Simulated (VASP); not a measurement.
# Cs3SrPb4Br12 (a cell with a defect) in VASP: electric field gradients with PBE

Aim: the electric field gradients of Cs3SrPb4Br12 (a cell with a defect) with PBE.

All numbers are computed with VASP 6.6.1; they aren't measurements. Logs are shortened: lines on timing, memory, paths and dates and some standing lists are left out, and cuts for length are marked.

**1. The cell of the first run**

The cell holds a defect, 20 atoms: a = 10.167 Å, b = 10.167 Å, c = 10.167 Å, α = 109.47°, β = 109.47°, γ = 109.47°.

**2. Electric field gradients, PBE**

File INCAR:

```
ALGO     = Normal         # electronic algorithm
EDIFF    = 1E-8           # SCF threshold, eV
ENCUT    = 520            # plane-wave cutoff, eV
GGA      = PE             # functional
ISIF     = 2              # what is computed and relaxed
ISMEAR   = -1             # smearing method
LASPH    = T              # aspherical terms in the spheres
LCHARG   = F              # write CHGCAR
LEFG     = T            
LREAL    = Auto         
LWAVE    = F              # write WAVECAR
NBANDS   = 104            # bands
NELECT   = 176.0        
NELM     = 80             # most SCF steps
PREC     = Accurate       # precision mode
SIGMA    = 0.01           # smearing width, eV
```

File KPOINTS:

```
k-points
0
Gamma
  2 2 2
```

File POSCAR:

```
Cs3SrPb4Br12
1.0
   -5.8700000000      5.8700000000      5.8700000000
    5.8700000000     -5.8700000000      5.8700000000
    5.8700000000      5.8700000000     -5.8700000000
Sr Cs Pb Br
1 3 4 12
Direct
    0.0000000000      0.0000000000      0.0000000000
    0.5000000000      0.5000000000      0.0000000000
    0.5000000000      0.0000000000      0.5000000000
    0.0000000000      0.5000000000      0.5000000000
    0.5000000000      0.5000000000      0.5000000000
    0.0000000000      0.0000000000      0.5000000000
    0.0000000000      0.5000000000      0.0000000000
    0.5000000000      0.0000000000      0.0000000000
    0.5000000000      0.2500000000      0.2500000000
    0.0000000000      0.7500000000      0.2500000000
    0.0000000000      0.2500000000      0.7500000000
    0.5000000000      0.7500000000      0.7500000000
    0.2500000000      0.5000000000      0.2500000000
    0.7500000000      0.0000000000      0.2500000000
    0.7500000000      0.5000000000      0.7500000000
    0.2500000000      0.0000000000      0.7500000000
    0.2500000000      0.2500000000      0.5000000000
    0.7500000000      0.7500000000      0.5000000000
    0.7500000000      0.2500000000      0.0000000000
    0.2500000000      0.7500000000      0.0000000000
```

Potentials or basis: VASP PAW PBE potentials, release 64 (Sr_sv, Cs_sv, Pb_d, Br).

The run is started by

```console
> cat potpaw_PBE.64/Sr_sv/POTCAR potpaw_PBE.64/Cs_sv/POTCAR potpaw_PBE.64/Pb_d/POTCAR potpaw_PBE.64/Br/POTCAR > POTCAR
> mpirun -np 1 vasp_std > vasp.out
```

OUTCAR:

```text
EDIFF = 1E-8
   ENCUT = 520
   GGA = PE
   ISIF = 2
   ISMEAR = -1
   LASPH = T
   LREAL = Auto
   NELECT = 176.0
   NELM = 80
   PREC = Accurate

 ion  position               nearest neighbor table
   1  0.000  0.000  0.000-
   2  0.500  0.500  0.000-
   3  0.500  0.000  0.500-
   4  0.000  0.500  0.500-
   5  0.500  0.500  0.500-   9 2.94  12 2.94  13 2.94  15 2.94  17 2.94  18 2.94
   6  0.000  0.000  0.500-  10 2.94  11 2.94  14 2.94  16 2.94  17 2.94  18 2.94
   7  0.000  0.500  0.000-  10 2.94  11 2.94  13 2.94  15 2.94  19 2.94  20 2.94
   8  0.500  0.000  0.000-   9 2.94  12 2.94  14 2.94  16 2.94  19 2.94  20 2.94
   9  0.500  0.250  0.250-   5 2.94   8 2.94
  10  0.000  0.750  0.250-   6 2.94   7 2.94
  11  0.000  0.250  0.750-   6 2.94   7 2.94
  12  0.500  0.750  0.750-   5 2.94   8 2.94
  13  0.250  0.500  0.250-   5 2.94   7 2.94
  14  0.750  0.000  0.250-   6 2.94   8 2.94
  15  0.750  0.500  0.750-   5 2.94   7 2.94
  16  0.250  0.000  0.750-   6 2.94   8 2.94
  17  0.250  0.250  0.500-   5 2.94   6 2.94
  18  0.750  0.750  0.500-   5 2.94   6 2.94
  19  0.750  0.250  0.000-   7 2.94   8 2.94
  20  0.250  0.750  0.000-   7 2.94   8 2.94

  LATTYP: Found a body centered cubic cell.
 ALAT       =    11.7400000000

  Lattice vectors:

 A1 = (  -5.8700000000,   5.8700000000,   5.8700000000)
 A2 = (   5.8700000000,  -5.8700000000,   5.8700000000)
 A3 = (   5.8700000000,   5.8700000000,  -5.8700000000)

Analysis of symmetry for initial positions (statically):
=====================================================================
 Subroutine PRICEL returns:
 Original cell was already a primitive cell.

 Routine SETGRP: Setting up the symmetry group for a
 body centered cubic supercell.

 Subroutine GETGRP returns: Found 48 space group operations
 (whereof 48 operations were pure point group operations)
 out of a pool of 48 trial point group operations.

The static configuration has the point symmetry O_h .

Analysis of symmetry for dynamics (positions and initial velocities):
=====================================================================
 Subroutine PRICEL returns:
 Original cell was already a primitive cell.

 Routine SETGRP: Setting up the symmetry group for a
 body centered cubic supercell.

 Subroutine GETGRP returns: Found 48 space group operations
 (whereof 48 operations were pure point group operations)
 out of a pool of 48 trial point group operations.

The dynamic configuration has the point symmetry O_h .

 Subroutine INISYM returns: Found 48 space group operations
 (whereof 48 operations are pure point group operations),
 and found     1 'primitive' translations

----------------------------------------------------------------------------------------

                                     Primitive cell

  volume of cell :     809.0480

  direct lattice vectors                    reciprocal lattice vectors
    -5.870000000  5.870000000  5.870000000     0.000000000  0.085178876  0.085178876
     5.870000000 -5.870000000  5.870000000     0.085178876  0.000000000  0.085178876
     5.870000000  5.870000000 -5.870000000     0.085178876  0.085178876  0.000000000

  length of vectors
    10.167138240 10.167138240 10.167138240     0.120461121  0.120461121  0.120461121

  position of ions in fractional coordinates (direct lattice)
     0.000000000  0.000000000  0.000000000
     0.500000000  0.500000000  0.000000000
     0.500000000  0.000000000  0.500000000
     0.000000000  0.500000000  0.500000000
     0.500000000  0.500000000  0.500000000
     0.000000000  0.000000000  0.500000000
[... 12 lines left out ...]
     0.750000000  0.250000000  0.000000000
     0.250000000  0.750000000  0.000000000

  ion indices of the primitive-cell ions
   primitive index   ion index
                 1           1
[... 71 lines left out ...]
   EDIFFG = 0.1E-06   stopping-criterion for IOM
   NSW    =      0    number of steps for IOM
   IBRION =     -1    ionic relax: 0-MD 1-quasi-New 2-CG
   NFREE  =      0    steps in history (QN), initial steepest desc. (CG)
   ISIF   =      2    stress and relaxation
   ISYM   =      2    0-nonsym 1-usesym 2-fastsym
   POTIM  = 0.5000    time-step for ionic-motion
   TEBEG  =    0.0;   TEEND  =   0.0 temperature during run
   PSTRESS=    0.0 pullay stress
   NELECT =     176.0000    total number of electrons
   NUPDOWN=      -1.0000    fix difference up-down
   EMIN   =  10.00;   EMAX   =-10.00  energy-range for DOS
   EFERMI =   0.00;   METHOD = LEGACY
   ISMEAR =    -1;   SIGMA  =   0.01  broadening in eV -4-tet -1-fermi 0-gaus
   EFERMI_NEDOS =   21; number of points for ismear=-14 and -15
   IALGO  =     38    algorithm
   IMIX   =      4    mixing-type and parameters
     AMIX     =   0.40;   BMIX     =  1.00
     AMIX_MAG =   1.60;   BMIX_MAG =  1.00
  volume/ion in A,a.u.               =      40.45       272.99
  Fermi-wavevector in a.u.,A,eV,Ry     =   0.984587  1.860600 13.189657  0.969412
  Thomas-Fermi vector in A             =   2.115831
   LORBIT       =      0    0 simple, 1 ext, 2 COOP (PROOUT), +10 PAW based schemes
   GGA     = PE    functional components
   LHFCALC =     F    Hartree Fock is set to
   AEXX    =    0.0000 exact exchange contribution
   IVDW    =     0    specifies the selected vdW correction
   LEPSILON=     F    determine dielectric tensor
   LRPA    =     F    only Hartree local field effects (RPA)
 non-spin polarized calculation
  energy-cutoff  :      520.00
  volume of cell :      809.05
 maximum number of plane-waves:     21769
 NGX is ok and might be reduce to    80
   NGX = 37   NGY = 37   NGZ = 37

 number of electron     176.0000048 magnetization

 Free energy of the ion-electron system (eV)
  ---------------------------------------------------
  ext. energy  EPLUGINS =         0.00000000
  ---------------------------------------------------
  free energy    TOTEN  =       -65.02434801 eV

  energy without entropy =      -65.02434801  energy(sigma->0) =      -65.02434801

 E-fermi :   1.6252     XC(G=0):  -7.5749

 val. band max:        1.4026601212   @ k =   0.5000   0.5000   0.5000
 cond. band min:       2.9232015293   @ k =   0.5000   0.5000   0.5000
 fundamental gap:      1.5205414081
 Fermi energy:         1.6251542439

 k-point     1 :       0.0000    0.0000    0.0000
  band No.  band energies     occupation
      1     -36.8691      2.00000
      2     -19.8773      2.00000
      3     -19.8757      2.00000
      4     -19.8757      2.00000
      5     -18.7130      2.00000
      6     -18.7130      2.00000
[... 298 lines left out ...]
     99       4.0731      0.00000
    100       4.0731      0.00000
 [bands above 100 left out]

------------------------ aborting loop because EDIFF is reached ----------------------------------------

  FORCE on cell =-STRESS in cart. coord.  units (eV):
  Direction    XX          YY          ZZ          XY          YZ          ZX
  --------------------------------------------------------------------------------------
  -------------------------------------------------------------------------------------
  Total       -1.0837684     -1.0837684     -1.0837684      0.0000000      0.0000000     -0.0000000
  in kB       -2.1462127     -2.1462127     -2.1462127      0.0000000      0.0000000     -0.0000000
  external PRESSURE =      -2.1462127 kB  Pullay stress =       0.0000000 kB

 VOLUME and BASIS-vectors are now :
 -----------------------------------------------------------------------------
  energy-cutoff  :      520.00
  volume of cell :      809.05
      direct lattice vectors                 reciprocal lattice vectors
    -5.870000000  5.870000000  5.870000000     0.000000000  0.085178876  0.085178876
     5.870000000 -5.870000000  5.870000000     0.085178876  0.000000000  0.085178876
     5.870000000  5.870000000 -5.870000000     0.085178876  0.085178876  0.000000000

 POSITION                                       TOTAL-FORCE (eV/Angst)
 -----------------------------------------------------------------------------------
      0.00000      0.00000      0.00000        -0.000000     -0.000000     -0.000000
      0.00000      0.00000      5.87000        -0.000000     -0.000000     -0.000000
      0.00000      5.87000      0.00000        -0.000000     -0.000000     -0.000000
      5.87000      0.00000      0.00000        -0.000000     -0.000000     -0.000000
      2.93500      2.93500      2.93500        -0.000000     -0.000000     -0.000000
      2.93500      2.93500     -2.93500        -0.000000     -0.000000     -0.000000
[... 12 lines left out ...]
     -2.93500      2.93500      5.87000        -0.195725      0.195725     -0.000000
      2.93500     -2.93500      5.87000         0.195725     -0.195725     -0.000000
 -----------------------------------------------------------------------------------
    total drift:                                0.000000      0.000000     -0.000000

  FREE ENERGIE OF THE ION-ELECTRON SYSTEM (eV)
  ---------------------------------------------------
  free  energy   TOTEN  =       -65.0243480082 eV

  energy  without entropy=      -65.0243480082  energy(sigma->0) =      -65.02434801

 Electric field gradients (V/A^2)
---------------------------------------------------------------------
 ion       V_xx      V_yy      V_zz      V_xy      V_xz      V_yz
---------------------------------------------------------------------
   1       0.000     0.000     0.000    -0.000    -0.000    -0.000
   2      -0.013    -0.013     0.026    -0.000    -0.000    -0.000
   3      -0.013     0.026    -0.013    -0.000    -0.000    -0.000
   4       0.026    -0.013    -0.013    -0.000    -0.000    -0.000
   5       0.000    -0.000    -0.000    -0.510    -0.510    -0.510
   6      -0.000    -0.000     0.000    -0.510     0.509     0.509
[... 12 lines left out ...]
  19     -80.994   -80.994   161.988   -36.622     0.000     0.000
  20     -80.994   -80.994   161.988   -36.622     0.000     0.000
---------------------------------------------------------------------

 Electric field gradients after diagonalization (V/A^2)
 (convention: |V_zz| > |V_xx| > |V_yy|)
----------------------------------------------------------------------
 ion       V_xx      V_yy      V_zz     asymmetry (V_yy - V_xx)/ V_zz
----------------------------------------------------------------------
   1       0.000     0.000    -0.000       0.000
   2      -0.014    -0.013     0.026       0.038
   3      -0.014    -0.013     0.026       0.038
   4      -0.014    -0.013     0.026       0.038
   5       0.510     0.510    -1.020       0.000
   6       0.510     0.509    -1.019       0.001
[... 12 lines left out ...]
  19    -117.616   -44.372   161.988       0.452
  20    -117.616   -44.372   161.988       0.452
----------------------------------------------------------------------

           NMR quadrupolar parameters

 Cq : quadrupolar parameter    Cq=e*Q*V_zz/h
 eta: asymmetry parameters     (V_yy - V_xx)/ V_zz
 Q  : nuclear electric quadrupole moment in mb (millibarn)
----------------------------------------------------------------------
 ion       Cq(MHz)       eta       Q (mb)
----------------------------------------------------------------------
   1      -0.000       0.000       1.000
   2       0.000       0.038       1.000
   3       0.000       0.038       1.000
   4       0.000       0.038       1.000
   5      -0.002       0.000       1.000
   6      -0.002       0.001       1.000
[... 12 lines left out ...]
  19       0.392       0.452       1.000
  20       0.392       0.452       1.000
----------------------------------------------------------------------
```

Wall time 31 min (1 thread of AMD EPYC 7R43 (Zen 3), shared host); peak memory 0.99 GiB.

What came out:

```yaml
Free_energy: -65.0243 eV
Largest_force: 0.277 eV/Å
Largest_electric_field_gradient_by_atom: Sr +0.0; Cs +0.0; Pb -1.0; Br +162.0 V/Å²
```

Forces on the atoms (eV/Å):
```
Sr   0.000  0.000  0.000
Cs   0.000  0.000  0.000
Cs   0.000  0.000  0.000
Cs   0.000  0.000  0.000
Pb   0.000  0.000  0.000
Pb   0.000  0.000  0.000
Pb   0.000  0.000  0.000
Pb   0.000  0.000  0.000
Br   0.000 -0.196 -0.196
Br   0.000 -0.196  0.196
Br   0.000  0.196 -0.196
Br   0.000  0.196  0.196
Br  -0.196  0.000 -0.196
Br  -0.196  0.000  0.196
Br   0.196  0.000  0.196
Br   0.196  0.000 -0.196
Br  -0.196 -0.196  0.000
Br   0.196  0.196  0.000
Br  -0.196  0.196  0.000
Br   0.196 -0.196  0.000
```

Electric field gradients, principal values (V/Å²):
| atom | least | middle | greatest (by size) |
| --- | --- | --- | --- |
| 1 Sr | 0.000 | 0.000 | 0.000 |
| 2 Cs | -0.013 | -0.014 | 0.026 |
| 3 Cs | -0.013 | -0.014 | 0.026 |
| 4 Cs | -0.013 | -0.014 | 0.026 |
| 5 Pb | 0.510 | 0.510 | -1.020 |
| 6 Pb | 0.509 | 0.510 | -1.019 |
| 7 Pb | 0.509 | 0.510 | -1.019 |
| 8 Pb | 0.509 | 0.510 | -1.019 |
| 9 Br | -44.372 | -117.616 | 161.988 |
| 10 Br | -44.372 | -117.616 | 161.988 |
| 11 Br | -44.372 | -117.616 | 161.988 |
| 12 Br | -44.372 | -117.616 | 161.988 |
| 13 Br | -44.372 | -117.616 | 161.988 |
| 14 Br | -44.372 | -117.616 | 161.988 |
| 15 Br | -44.372 | -117.616 | 161.988 |
| 16 Br | -44.372 | -117.616 | 161.988 |
| 17 Br | -44.372 | -117.616 | 161.988 |
| 18 Br | -44.372 | -117.616 | 161.988 |
| 19 Br | -44.372 | -117.616 | 161.988 |
| 20 Br | -44.372 | -117.616 | 161.988 |

Caveat: the cell carries a net charge on a neutralising background, which shifts energy and pressure; the cell is charged against a uniform background, so pressure and absolute levels hang on convention; without QUAD_EFG the Cq values of the log hold for a quadrupole moment of 1 mb, not for the nuclei; spin-orbit coupling is left out, which moves the levels of the heavy elements.
